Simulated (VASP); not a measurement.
# MgCd3Te4 (P3m1) in VASP: single point with LDA

Aim: the single point of MgCd3Te4 with LDA.

All numbers are computed with VASP 6.6.1; they aren't measurements. Logs are shortened: lines on timing, memory, paths and dates and some standing lists are left out, and cuts for length are marked.

## 1. The cell of the first run

It takes space group P3m1 (No. 156, trigonal). The conventional cell has a = 4.661 Å, b = 4.661 Å, c = 15.238 Å, α = 90.00°, β = 90.00°, γ = 120.00°. Mg (site symmetry 3m) has 4 Te at 2.83 Å within 3.7 Å. Cd (site symmetry 3m) has 4 Te at 2.86 to 2.87 Å within 3.8 Å. Cd (site symmetry 3m) has 4 Te at 2.86 to 2.87 Å within 3.8 Å. Cd (site symmetry 3m) has 4 Te at 2.86 to 2.87 Å within 3.8 Å. Te (site symmetry 3m) has 4 Cd at 2.86 to 2.87 Å within 3.8 Å. Te (site symmetry 3m) has 1 Mg at 2.83 Å and 3 Cd at 2.86 Å within 3.7 Å. Within 3.7 Å of Te (site symmetry 3m) lie 3 Mg at 2.83 Å and 1 Cd at 2.87 Å. Te (site symmetry 3m) has 4 Cd at 2.86 to 2.87 Å within 3.8 Å.

## 2. Single point, LDA

Contents of POSCAR:

```
MgCd3Te4
1.0
    4.6605771203      0.0000000289      0.0000000000
   -2.3302885851      4.0361781680      0.0000000000
    0.0000000000      0.0000000000     15.2376581000
Mg Cd Te
1 3 4
Direct
    0.3333333333      0.6666666667      0.4972790000
    0.3333333333      0.6666666667      0.9989420000
    0.6666666667      0.3333333333      0.2513670000
    0.6666666667      0.3333333333      0.7471570000
    0.3333333333      0.6666666667      0.1873180000
    0.3333333333      0.6666666667      0.6829070000
    0.6666666667      0.3333333333      0.4396660000
    0.6666666667      0.3333333333      0.9353650000
```

Contents of INCAR.step1:

```
SYSTEM = MgCd3Te4
ALGO = Normal
EDIFF = 1E-6
ENCUT = 520
GGA = CA
ISIF = 2
ISMEAR = 0
LASPH = .True.
LCHARG = .True.
LREAL = .False.
LWAVE = .False.
NBANDS = 41
NELM = 60
PREC = Accurate
SIGMA = 0.02
```

Contents of KPOINTS.step1:

```
k-points
0
Gamma
  6 6 2
  0 0 0
```

Contents of INCAR.step2:

```
SYSTEM = MgCd3Te4
ALGO = Normal
EDIFF = 1E-6
ENCUT = 520
GGA = CA
ICHARG = 11
ISIF = 2
ISMEAR = -5
LASPH = .True.
LCHARG = .False.
LORBIT = 11
LREAL = .False.
LWAVE = .False.
NBANDS = 41
NEDOS = 2001
NELM = 60
PREC = Accurate
SIGMA = 0.02
```

Contents of KPOINTS.step2:

```
k-points
0
Gamma
  9 9 3
  0 0 0
```

Potentials or basis: VASP PAW LDA potentials, release 64 (Mg, Cd, Te).

Run with:

```
$ cat potpaw_LDA.64/Mg/POTCAR potpaw_LDA.64/Cd/POTCAR potpaw_LDA.64/Te/POTCAR > POTCAR
$ cp INCAR.step1 INCAR
$ cp KPOINTS.step1 KPOINTS
$ mpirun -np 1 vasp_std > vasp.out
$ cp INCAR.step2 INCAR
$ cp KPOINTS.step2 KPOINTS
$ mpirun -np 1 vasp_std > vasp.out
```

OUTCAR:

```text
SYSTEM = MgCd3Te4
   EDIFF = 1E-6
   ENCUT = 520
   GGA = CA
   ICHARG = 11
   ISIF = 2
   ISMEAR = -5
   LASPH = .True.
   LORBIT = 11
   LREAL = .False.
   NELM = 60
   PREC = Accurate

 ion  position               nearest neighbor table
   1  0.333  0.667  0.497-   6 2.83   7 2.83   7 2.83   7 2.83
   2  0.333  0.667  0.999-   8 2.86   8 2.86   8 2.86   5 2.87
   3  0.667  0.333  0.251-   5 2.86   5 2.86   5 2.86   7 2.87
   4  0.667  0.333  0.747-   6 2.86   6 2.86   6 2.86   8 2.87
   5  0.333  0.667  0.187-   3 2.86   3 2.86   3 2.86   2 2.87
   6  0.333  0.667  0.683-   1 2.83   4 2.86   4 2.86   4 2.86
   7  0.667  0.333  0.440-   1 2.83   1 2.83   1 2.83   3 2.87
   8  0.667  0.333  0.935-   2 2.86   2 2.86   2 2.86   4 2.87

  LATTYP: Found a hexagonal cell.
 ALAT       =     4.6605771203
 C/A-ratio  =     3.2694788020

  Lattice vectors:

 A1 = (   4.6605771203,   0.0000000289,   0.0000000000)
 A2 = (  -2.3302885851,   4.0361781680,   0.0000000000)
 A3 = (   0.0000000000,   0.0000000000,  15.2376581000)

Analysis of symmetry for initial positions (statically):
=====================================================================
 Subroutine PRICEL returns:
 Original cell was already a primitive cell.

 Routine SETGRP: Setting up the symmetry group for a
 hexagonal supercell.

 Subroutine GETGRP returns: Found  6 space group operations
 (whereof  6 operations were pure point group operations)
 out of a pool of 24 trial point group operations.

The static configuration has the point symmetry C_3v.

Analysis of symmetry for dynamics (positions and initial velocities):
=====================================================================
 Subroutine PRICEL returns:
 Original cell was already a primitive cell.

 Routine SETGRP: Setting up the symmetry group for a
 hexagonal supercell.

 Subroutine GETGRP returns: Found  6 space group operations
 (whereof  6 operations were pure point group operations)
 out of a pool of 24 trial point group operations.

The dynamic configuration has the point symmetry C_3v.

 Subroutine INISYM returns: Found  6 space group operations
 (whereof  6 operations are pure point group operations),
 and found     1 'primitive' translations

----------------------------------------------------------------------------------------

                                     Primitive cell

  volume of cell :     286.6344

  direct lattice vectors                    reciprocal lattice vectors
     4.660577120  0.000000029  0.000000000     0.214565701  0.123879567  0.000000000
    -2.330288585  4.036178168  0.000000000    -0.000000002  0.247759131  0.000000000
     0.000000000  0.000000000 15.237658100     0.000000000  0.000000000  0.065626883

  length of vectors
     4.660577120  4.660577120 15.237658100     0.247759131  0.247759131  0.065626883

  position of ions in fractional coordinates (direct lattice)
     0.333333333  0.666666667  0.497279000
     0.333333333  0.666666667  0.998942000
     0.666666667  0.333333333  0.251367000
     0.666666667  0.333333333  0.747157000
     0.333333333  0.666666667  0.187318000
     0.333333333  0.666666667  0.682907000
     0.666666667  0.333333333  0.439666000
     0.666666667  0.333333333  0.935365000

  ion indices of the primitive-cell ions
   primitive index   ion index
                 1           1
                 2           2
                 3           3
                 4           4
                 5           5
                 6           6
                 7           7
                 8           8

----------------------------------------------------------------------------------------

 KPOINTS: k-points

Automatic generation of k-mesh.
 Grid dimensions read from file:
 generate k-points for:    9    9    3

 Generating k-lattice:

  Cartesian coordinates                     Fractional coordinates (reciprocal lattice)
     0.023840633  0.013764396  0.000000000     0.111111111 -0.000000000  0.000000000
    -0.000000000  0.027528792  0.000000000     0.000000000  0.111111111  0.000000000
     0.000000000  0.000000000  0.021875628     0.000000000  0.000000000  0.333333333

  Length of vectors
     0.027528792  0.027528792  0.021875628

  Shift w.r.t. Gamma in fractional coordinates (k-lattice)
     0.000000000  0.000000000  0.000000000

 TETIRR: Found    321 inequivalent tetrahedra from     1458

 Subroutine IBZKPT returns following result:
 ===========================================

 Found     31 irreducible k-points:

 Following reciprocal coordinates:
            Coordinates               Weight
  0.000000  0.000000  0.000000      1.000000
  0.111111  0.000000  0.000000      6.000000
  0.222222  0.000000  0.000000      6.000000
  0.333333  0.000000  0.000000      6.000000
  0.444444  0.000000  0.000000      6.000000
  0.111111  0.111111  0.000000      6.000000
[... 16 lines left out ...]
  0.222222  0.111111  0.333333     12.000000
 -0.111111  0.333333  0.333333     12.000000
 [... further k-points ...]
   k-points           NKPTS =     31   k-points in BZ     NKDIM =     31   number of bands    NBANDS=     41
   number of dos      NEDOS =   2001   number of ions     NIONS =      8
   total plane-waves  NPLWV = 155520
   dimension x,y,z NGX =    36 NGY =   36 NGZ =  120
   dimension x,y,z NGXF=    72 NGYF=   72 NGZF=  240
   ions per type =               1   3   4
   NGX,Y,Z   is equivalent  to a cutoff of  12.84, 12.84, 13.09 a.u.
   NGXF,Y,Z  is equivalent  to a cutoff of  25.68, 25.68, 26.18 a.u.
 SYSTEM =  MgCd3Te4
   PREC   = accura    normal or accurate (medium, high low for compatibility)
   ISTART =      0    job   : 0-new  1-cont  2-samecut
   ICHARG =     11    charge: 1-file 2-atom 10-const
   ISPIN  =      1    spin polarized calculation?
   LNONCOLLINEAR =      F non collinear calculations
   LSORBIT =      F    spin-orbit coupling
   LASPH  =      T    aspherical Exc in radial PAW
   ENCUT  =  520.0 eV  38.22 Ry    6.18 a.u.   8.67  8.67 28.33*2*pi/ulx,y,z
   NELM   =     60;   NELMIN=  2; NELMDL=  0     # of ELM steps
   EDIFF  = 0.1E-05   stopping-criterion for ELM
   LREAL  =      F    real-space projection
   EDIFFG = 0.1E-04   stopping-criterion for IOM
   NSW    =      0    number of steps for IOM
   IBRION =     -1    ionic relax: 0-MD 1-quasi-New 2-CG
   NFREE  =      0    steps in history (QN), initial steepest desc. (CG)
   ISIF   =      2    stress and relaxation
   ISYM   =      2    0-nonsym 1-usesym 2-fastsym
   POTIM  = 0.5000    time-step for ionic-motion
   TEBEG  =    0.0;   TEEND  =   0.0 temperature during run
   PSTRESS=    0.0 pullay stress
   NELECT =      62.0000    total number of electrons
   NUPDOWN=      -1.0000    fix difference up-down
   EMIN   =  10.00;   EMAX   =-10.00  energy-range for DOS
   EFERMI =   0.00;   METHOD = LEGACY
   ISMEAR =    -5;   SIGMA  =   0.02  broadening in eV -4-tet -1-fermi 0-gaus
   EFERMI_NEDOS =   21; number of points for ismear=-14 and -15
   IALGO  =     38    algorithm
   IMIX   =      4    mixing-type and parameters
     AMIX     =   0.40;   BMIX     =  1.00
     AMIX_MAG =   1.60;   BMIX_MAG =  1.00
  volume/ion in A,a.u.               =      35.83       241.79
  Fermi-wavevector in a.u.,A,eV,Ry     =   0.982719  1.857069 13.139642  0.965736
  Thomas-Fermi vector in A             =   2.113823
   LORBIT       =     11    0 simple, 1 ext, 2 COOP (PROOUT), +10 PAW based schemes
   GGA     = CA    functional components
   LHFCALC =     F    Hartree Fock is set to
   AEXX    =    0.0000 exact exchange contribution
   IVDW    =     0    specifies the selected vdW correction
   LEPSILON=     F    determine dielectric tensor
   LRPA    =     F    only Hartree local field effects (RPA)
 non-spin polarized calculation
 Fermi weights with tetrahedron method with Bloechl corrections
  energy-cutoff  :      520.00
  volume of cell :      286.63
 maximum number of plane-waves:      7763
 NGX is ok and might be reduce to    36

 number of electron      62.0000010 magnetization

 Free energy of the ion-electron system (eV)
  ---------------------------------------------------
  ext. energy  EPLUGINS =         0.00000000
  ---------------------------------------------------
  free energy    TOTEN  =       -25.18920064 eV

  energy without entropy =      -25.18920064  energy(sigma->0) =      -25.18920064

 E-fermi :   1.6741     XC(G=0):  -8.5229

 val. band max:        1.6663314282   @ k =   0.0000   0.0000   0.0000
 cond. band min:       2.3609453432   @ k =   0.0000   0.0000   0.0000
 fundamental gap:      0.6946139151
 Fermi energy:         1.6741242495

 k-point     1 :       0.0000    0.0000    0.0000
  band No.  band energies     occupation
      1      -9.1581      2.00000
      2      -8.9794      2.00000
      3      -8.9372      2.00000
      4      -8.6803      2.00000
      5      -6.3663      2.00000
      6      -6.3663      2.00000
[... 33 lines left out ...]
     40       6.5657      0.00000
     41       6.6630      0.00000

 k-point     2 :       0.1111    0.0000    0.0000
  band No.  band energies     occupation
      1      -9.1209      2.00000
      2      -8.9520      2.00000
      3      -8.9080      2.00000
      4      -8.6564      2.00000
      5      -6.3584      2.00000
      6      -6.3472      2.00000
[... 957 lines left out ...]
     40       6.6799      0.00000
     41       6.8595      0.00000

 k-point    24 :      -0.1111    0.3333    0.3333
  band No.  band energies     occupation
      1      -8.9416      2.00000
      2      -8.8554      2.00000
      3      -8.7614      2.00000
      4      -8.5439      2.00000
      5      -6.3293      2.00000
      6      -6.3251      2.00000
[... 33 lines left out ...]
     40       6.7073      0.00000
     41       6.8888      0.00000

 [... further k-points ...]

------------------------ aborting loop because EDIFF is reached ----------------------------------------

  FORCE on cell =-STRESS in cart. coord.  units (eV):
  Direction    XX          YY          ZZ          XY          YZ          ZX
  --------------------------------------------------------------------------------------
  -------------------------------------------------------------------------------------
  Total       -5.5764208     -5.5764208     -5.6243163     -0.0000000     -0.0000000      0.0000000
  in kB      -31.1700763    -31.1700763    -31.4377940     -0.0000000     -0.0000000      0.0000000
  external PRESSURE =     -31.2593156 kB  Pullay stress =       0.0000000 kB

 VOLUME and BASIS-vectors are now :
 -----------------------------------------------------------------------------
  energy-cutoff  :      520.00
  volume of cell :      286.63
      direct lattice vectors                 reciprocal lattice vectors
     4.660577120  0.000000029  0.000000000     0.214565701  0.123879567  0.000000000
    -2.330288585  4.036178168  0.000000000    -0.000000002  0.247759131  0.000000000
     0.000000000  0.000000000 15.237658100     0.000000000  0.000000000  0.065626883

 POSITION                                       TOTAL-FORCE (eV/Angst)
 -----------------------------------------------------------------------------------
     -0.00000      2.69079      7.57737        -0.000000      0.000000     -0.010166
     -0.00000      2.69079     15.22154         0.000000     -0.000000     -0.014325
      2.33029      1.34539      3.83024         0.000000      0.000000     -0.002831
      2.33029      1.34539     11.38492        -0.000000      0.000000     -0.012722
     -0.00000      2.69079      2.85429        -0.000000      0.000000      0.014012
     -0.00000      2.69079     10.40590        -0.000000      0.000000      0.146083
      2.33029      1.34539      6.69948        -0.000000      0.000000     -0.132994
      2.33029      1.34539     14.25277        -0.000000      0.000000      0.012944
 -----------------------------------------------------------------------------------
    total drift:                               -0.003992      0.002305      0.000727

  FREE ENERGIE OF THE ION-ELECTRON SYSTEM (eV)
  ---------------------------------------------------
  free  energy   TOTEN  =       -25.1892006380 eV

  energy  without entropy=      -25.1892006380  energy(sigma->0) =      -25.18920064

 total charge

# of ion       s       p       d       tot
------------------------------------------
    1        0.178   0.125   0.021   0.325
    2        0.475   0.288   9.523  10.286
    3        0.474   0.287   9.523  10.284
    4        0.474   0.286   9.524  10.283
    5        1.361   2.020   0.019   3.400
    6        1.357   2.048   0.017   3.421
    7        1.349   2.102   0.012   3.462
    8        1.361   2.020   0.019   3.400
--------------------------------------------------
tot          7.029   9.175  28.657  44.861
```

Run time: 4.5 min. Hardware: 1 thread of Intel Xeon Platinum 8488C (Sapphire Rapids), shared host; peak memory 0.48 GiB.

Results:

* Valence electrons inside the program's atomic spheres: Mg 0.33; Cd 10.29, 10.28 (each value once); Te 3.40, 3.42, 3.46 (each value once)

Caveat: spin-orbit coupling is left out, which moves the levels of the heavy elements.
